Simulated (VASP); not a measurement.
# Co (P6_3/mmc) in VASP: a series of runs

The runs below take Co through single point, with PBE.

Everything below comes from runs of VASP 6.6.1. Logs are shortened: lines on timing, memory, paths and dates and some standing lists are left out, and cuts for length are marked.

## (1) The cell of the first run

It takes space group P6_3/mmc (No. 194, hexagonal). Conventional cell: a = 2.505 Å, b = 2.505 Å, c = 4.089 Å, α = 90.00°, β = 90.00°, γ = 120.00°. Co (site symmetry -6m2) has 12 Co at 2.50 to 2.51 Å within 3.3 Å.

## (2) Single point, PBE, collinear spin, ferromagnetic start

Input file INCAR:

```
PREC = Accurate
ENCUT = 520
EDIFF = 1E-6
ISMEAR = -1
SIGMA = 0.05
LREAL = F
LASPH = T
NELM = 150
ALGO = Normal
ISIF = 2
LWAVE = F
LCHARG = F
ISPIN = 2
MAGMOM = 2.395 2.395
LORBIT = 11
NUPDOWN = 4.79
LMAXMIX = 4
GGA = PE
NBANDS = 20
```

Input file KPOINTS:

```
regular mesh
0
Gamma
  11 11 6
```

Input file POSCAR:

```
Co
1.0
    2.5053999800      0.0000000000      0.0000000000
   -1.2526999900      2.1697400300      0.0000000000
    0.0000000000      0.0000000000      4.0893000000
Co
2
Direct
    0.3333333300      0.6666666700      0.2500000000
    0.6666666700      0.3333333300      0.7500000000
```

Potentials or basis: VASP PAW PBE potentials, release 64 (Co).

Started as:

```bash
$ cat potpaw_PBE.64/Co/POTCAR > POTCAR
$ mpirun -np 1 vasp_std > vasp.out
```

OUTCAR:

```text
PREC = Accurate
   ENCUT = 520
   EDIFF = 1E-6
   ISMEAR = -1
   LREAL = F
   LASPH = T
   NELM = 150
   ISIF = 2
   ISPIN = 2
   LORBIT = 11
   NUPDOWN = 4.79
   GGA = PE

 ion  position               nearest neighbor table
   1  0.333  0.667  0.250-   2 2.50   2 2.50   2 2.50   2 2.50   2 2.50   2 2.50
   2  0.667  0.333  0.750-   1 2.50   1 2.50   1 2.50   1 2.50   1 2.50   1 2.50

  LATTYP: Found a hexagonal cell.
 ALAT       =     2.5053999800
 C/A-ratio  =     1.6321944730

  Lattice vectors:

 A1 = (   2.5053999800,   0.0000000000,   0.0000000000)
 A2 = (  -1.2526999900,   2.1697400300,   0.0000000000)
 A3 = (   0.0000000000,   0.0000000000,   4.0893000000)

Analysis of symmetry for initial positions (statically):
=====================================================================
 Subroutine PRICEL returns:
 Original cell was already a primitive cell.

 Routine SETGRP: Setting up the symmetry group for a
 hexagonal supercell.

 Subroutine GETGRP returns: Found 24 space group operations
 (whereof 12 operations were pure point group operations)
 out of a pool of 24 trial point group operations.

The static configuration has the point symmetry D_3d.
 The point group associated with its full space group is D_6h.

Analysis of symmetry for dynamics (positions and initial velocities):
=====================================================================
 Subroutine PRICEL returns:
 Original cell was already a primitive cell.

 Routine SETGRP: Setting up the symmetry group for a
 hexagonal supercell.

 Subroutine GETGRP returns: Found 24 space group operations
 (whereof 12 operations were pure point group operations)
 out of a pool of 24 trial point group operations.

The dynamic configuration has the point symmetry D_3d.
 The point group associated with its full space group is D_6h.

Analysis of structural, dynamic, and magnetic symmetry:
=====================================================================
 Subroutine PRICEL returns:
 Original cell was already a primitive cell.

 Routine SETGRP: Setting up the symmetry group for a
 hexagonal supercell.

 Subroutine GETGRP returns: Found 24 space group operations
 (whereof 12 operations were pure point group operations)
 out of a pool of 24 trial point group operations.

The overall configuration has the point symmetry D_3d.
 The point group associated with its full space group is D_6h.

[... 115 lines left out ...]
   IALGO  =     38    algorithm
   IMIX   =      4    mixing-type and parameters
     AMIX     =   0.40;   BMIX     =  1.00
     AMIX_MAG =   1.60;   BMIX_MAG =  1.00
  volume/ion in A,a.u.               =      11.11        75.01
  Fermi-wavevector in a.u.,A,eV,Ry     =   1.525882  2.883500 31.678680  2.328317
  Thomas-Fermi vector in A             =   2.633992
   LORBIT       =     11    0 simple, 1 ext, 2 COOP (PROOUT), +10 PAW based schemes
   GGA     = PE    functional components
   LHFCALC =     F    Hartree Fock is set to
   AEXX    =    0.0000 exact exchange contribution
   IVDW    =     0    specifies the selected vdW correction
   LEPSILON=     F    determine dielectric tensor
   LRPA    =     F    only Hartree local field effects (RPA)
 spin polarized calculation
  energy-cutoff  :      520.00
  volume of cell :       22.23
 maximum number of plane-waves:       615
 NGX is ok and might be reduce to    20
   NGX =  9   NGY =  9   NGZ = 15

 number of electron      18.0000005 magnetization       4.7900002

 Free energy of the ion-electron system (eV)
  ---------------------------------------------------
  ext. energy  EPLUGINS =         0.00000000
  ---------------------------------------------------
  free energy    TOTEN  =       -13.02702133 eV

  energy without entropy =      -13.00336249  energy(sigma->0) =      -13.01519191

 E-fermi :   9.5307     XC(G=0): -13.2973

 val. band max:       12.3353689307   @ k =   0.3636   0.0909   0.3333
 cond. band min:       9.5354810315   @ k =   0.1818  -0.0000   0.0000
 fundamental gap:     -2.7998878992
 Fermi energy:        12.3832498340

 spin component 1

 k-point     1 :       0.0000    0.0000    0.0000
  band No.  band energies     occupation
      1       0.9002      1.00000
      2       4.4847      1.00000
      3       6.7845      1.00000
      4       6.7951      1.00000
      5       6.7951      1.00000
      6       7.0737      1.00000
[... 541 lines left out ...]
     19      34.4071      0.00000
     20      35.8362      0.00000

 [... further k-points ...]

 spin component 2

 k-point     1 :       0.0000    0.0000    0.0000
  band No.  band energies     occupation
      1       1.3897      1.00000
      2       5.9292      1.00000
      3       8.9166      1.00000
      4       9.0404      0.99994
      5       9.0404      0.99994
      6       9.3719      0.95998
[... 541 lines left out ...]
     19      35.1846      0.00000
     20      36.4993      0.00000

 [... further k-points ...]

------------------------ aborting loop because EDIFF is reached ----------------------------------------

  FORCE on cell =-STRESS in cart. coord.  units (eV):
  Direction    XX          YY          ZZ          XY          YZ          ZX
  --------------------------------------------------------------------------------------
  -------------------------------------------------------------------------------------
  Total        1.5217825      1.5217825      2.1696631      0.0000000     -0.0000000      0.0000000
  in kB      109.6805024    109.6805025    156.3756550      0.0000000     -0.0000000      0.0000000
  external PRESSURE =     125.2455533 kB  Pullay stress =       0.0000000 kB

 VOLUME and BASIS-vectors are now :
 -----------------------------------------------------------------------------
  energy-cutoff  :      520.00
  volume of cell :       22.23
      direct lattice vectors                 reciprocal lattice vectors
     2.505399980  0.000000000  0.000000000     0.399137865  0.230442354  0.000000000
    -1.252699990  2.169740030  0.000000000     0.000000000  0.460884708  0.000000000
     0.000000000  0.000000000  4.089300000     0.000000000  0.000000000  0.244540630

 POSITION                                       TOTAL-FORCE (eV/Angst)
 -----------------------------------------------------------------------------------
     -0.00000      1.44649      1.02232         0.000000      0.000000      0.000000
      1.25270      0.72325      3.06697        -0.000000     -0.000000      0.000000
 -----------------------------------------------------------------------------------
    total drift:                               -0.000000      0.000000     -0.000000

  FREE ENERGIE OF THE ION-ELECTRON SYSTEM (eV)
  ---------------------------------------------------
  free  energy   TOTEN  =       -13.0270213313 eV

  energy  without entropy=      -13.0033624914  energy(sigma->0) =      -13.01519191

 total charge

# of ion       s       p       d       tot
------------------------------------------
    1        0.507   0.576   7.114   8.197
    2        0.507   0.576   7.114   8.197
--------------------------------------------------
tot          1.014   1.151  14.229  16.394

 magnetization (x)

# of ion       s       p       d       tot
------------------------------------------
    1        0.025   0.075   2.241   2.340
    2        0.025   0.075   2.241   2.340
--------------------------------------------------
tot          0.050   0.149   4.481   4.681
```

It took 54 s on 1 thread of Intel Xeon 8259CL, shared host; peak memory 0.17 GiB.

Results:

```yaml
Free_energy: -13.0270 eV
Pressure: 12.5 GPa
Net_moment: 4.79 μB per cell
Site_moments: Co +2.34 μB
Valence_electrons_inside_the_program's_atomic_spheres: Co 8.20
```

Stress tensor (GPa, compression positive):
```
10.97  0.00  0.00
 0.00 10.97  0.00
 0.00  0.00 15.64
```

Caveat: the cell stands under pressure; the total moment is fixed, so each spin has its own Fermi level.

## (3) Single point, PBE, collinear spin, ferromagnetic start

Input file INCAR:

```
SYSTEM = Co
  PREC = Accurate
  ENCUT = 520
  EDIFF = 1E-6
  ISMEAR = -1
  SIGMA = 0.05
  LREAL = .False.
  LASPH = .True.
  NELM = 150
  ALGO = Normal
  ISIF = 2
  LWAVE = .False.
  LCHARG = .False.
  ISPIN = 2
  MAGMOM = 0.3 0.3
  LORBIT = 11
  LMAXMIX = 4
  GGA = PE
  NBANDS = 20
```

Input file KPOINTS:

```
Automatic mesh
0
Gamma
  11 11 6
  0 0 0
```

POSCAR is that of step 2.

Potentials or basis: VASP PAW PBE potentials, release 64 (Co).

Started as:

```bash
$ cat potpaw_PBE.64/Co/POTCAR > POTCAR
$ mpirun -np 1 vasp_std > vasp.out
```

OUTCAR:

```text
SYSTEM = Co
   PREC = Accurate
   ENCUT = 520
   EDIFF = 1E-6
   ISMEAR = -1
   LREAL = .False.
   LASPH = .True.
   NELM = 150
   ISIF = 2
   ISPIN = 2
   LORBIT = 11
   GGA = PE

 ion  position               nearest neighbor table
   1  0.333  0.667  0.250-   2 2.50   2 2.50   2 2.50   2 2.50   2 2.50   2 2.50
   2  0.667  0.333  0.750-   1 2.50   1 2.50   1 2.50   1 2.50   1 2.50   1 2.50

  LATTYP: Found a hexagonal cell.
 ALAT       =     2.5053999800
 C/A-ratio  =     1.6321944730

  Lattice vectors:

 A1 = (   2.5053999800,   0.0000000000,   0.0000000000)
 A2 = (  -1.2526999900,   2.1697400300,   0.0000000000)
 A3 = (   0.0000000000,   0.0000000000,   4.0893000000)

Analysis of symmetry for initial positions (statically):
=====================================================================
 Subroutine PRICEL returns:
 Original cell was already a primitive cell.

 Routine SETGRP: Setting up the symmetry group for a
 hexagonal supercell.
[... 753 lines left out ...]
      3       8.9173      1.00000
      4       8.9953      1.00000
      5       8.9953      1.00000
      6       9.3353      0.99999
[... 541 lines left out ...]
     19      34.9488      0.00000
     20      36.2508      0.00000

 [... further k-points ...]

------------------------ aborting loop because EDIFF is reached ----------------------------------------

  FORCE on cell =-STRESS in cart. coord.  units (eV):
  Direction    XX          YY          ZZ          XY          YZ          ZX
  --------------------------------------------------------------------------------------
  -------------------------------------------------------------------------------------
  Total       -0.7285138     -0.7285138     -1.0707263     -0.0000000      0.0000000      0.0000000
  in kB      -52.5066849    -52.5066849    -77.1712089     -0.0000000      0.0000000      0.0000000
  external PRESSURE =     -60.7281929 kB  Pullay stress =       0.0000000 kB

 VOLUME and BASIS-vectors are now :
 -----------------------------------------------------------------------------
  energy-cutoff  :      520.00
  volume of cell :       22.23
      direct lattice vectors                 reciprocal lattice vectors
     2.505399980  0.000000000  0.000000000     0.399137865  0.230442354  0.000000000
    -1.252699990  2.169740030  0.000000000     0.000000000  0.460884708  0.000000000
     0.000000000  0.000000000  4.089300000     0.000000000  0.000000000  0.244540630

 POSITION                                       TOTAL-FORCE (eV/Angst)
 -----------------------------------------------------------------------------------
     -0.00000      1.44649      1.02232         0.000000     -0.000000      0.000000
      1.25270      0.72325      3.06697        -0.000000      0.000000      0.000000
 -----------------------------------------------------------------------------------
    total drift:                               -0.000000      0.000000     -0.000000

  FREE ENERGIE OF THE ION-ELECTRON SYSTEM (eV)
  ---------------------------------------------------
  free  energy   TOTEN  =       -14.0697898171 eV

  energy  without entropy=      -14.0561224409  energy(sigma->0) =      -14.06295613

 total charge

# of ion       s       p       d       tot
------------------------------------------
    1        0.477   0.498   7.253   8.228
    2        0.477   0.498   7.253   8.228
--------------------------------------------------
tot          0.953   0.996  14.507  16.456

 magnetization (x)

# of ion       s       p       d       tot
------------------------------------------
    1       -0.017  -0.058   1.670   1.596
    2       -0.017  -0.058   1.670   1.596
--------------------------------------------------
tot         -0.033  -0.116   3.340   3.191
```

OSZICAR:

```text
N       E                     dE             d eps       ncg     rms          rms(c)
DAV:   1     0.854158281881E+02    0.85416E+02   -0.76990E+03  5344   0.117E+03
DAV:   2    -0.116112263373E+02   -0.97027E+02   -0.87556E+02  5180   0.215E+02
DAV:   3    -0.161334541974E+02   -0.45222E+01   -0.43079E+01  5892   0.560E+01
DAV:   4    -0.162012010441E+02   -0.67747E-01   -0.67680E-01  6176   0.610E+00
DAV:   5    -0.162035154110E+02   -0.23144E-02   -0.23142E-02  6072   0.111E+00    0.140E+01
DAV:   6    -0.142116496117E+02    0.19919E+01   -0.78984E+00  5776   0.598E+01    0.728E+00
DAV:   7    -0.137564892724E+02    0.45516E+00   -0.14545E+00  5836   0.225E+01    0.367E+00
DAV:   8    -0.139515027216E+02   -0.19501E+00   -0.53097E-02  7608   0.373E+00    0.466E+00
DAV:   9    -0.138243398987E+02    0.12716E+00   -0.11527E-02  7076   0.214E+00    0.491E+00
DAV:  10    -0.140309850279E+02   -0.20665E+00   -0.28000E-02  6884   0.348E+00    0.343E+00
DAV:  11    -0.140105320114E+02    0.20453E-01   -0.65557E-02  7684   0.441E+00    0.290E+00
DAV:  12    -0.140693099649E+02   -0.58778E-01   -0.19952E-02  7220   0.271E+00    0.444E-01
DAV:  13    -0.140697956492E+02   -0.48568E-03   -0.16298E-03  6664   0.554E-01    0.312E-01
DAV:  14    -0.140691635473E+02    0.63210E-03   -0.19718E-04  7604   0.209E-01    0.368E-01
DAV:  15    -0.140692429809E+02   -0.79434E-04   -0.22822E-05  7048   0.601E-02    0.308E-01
DAV:  16    -0.140697837404E+02   -0.54076E-03   -0.93083E-05  6924   0.193E-01    0.434E-02
DAV:  17    -0.140697900934E+02   -0.63529E-05   -0.15095E-05  7748   0.452E-02    0.211E-02
DAV:  18    -0.140697898171E+02    0.27627E-06   -0.65346E-07  3704   0.114E-02
   1 F= -.14069790E+02 E0= -.14062956E+02  d E =-.136674E-01  mag=     3.1382
```

Run time: 77 s. Hardware: 1 thread of Intel Xeon 8259CL, shared host; peak memory 0.17 GiB.

What came out:

```yaml
Free_energy: -14.0698 eV
Pressure: -6.1 GPa
Net_moment: 3.14 μB per cell
Site_moments: Co +1.60 μB
Valence_electrons_inside_the_program's_atomic_spheres: Co 8.23
```

Caveat: the cell stands under tension.
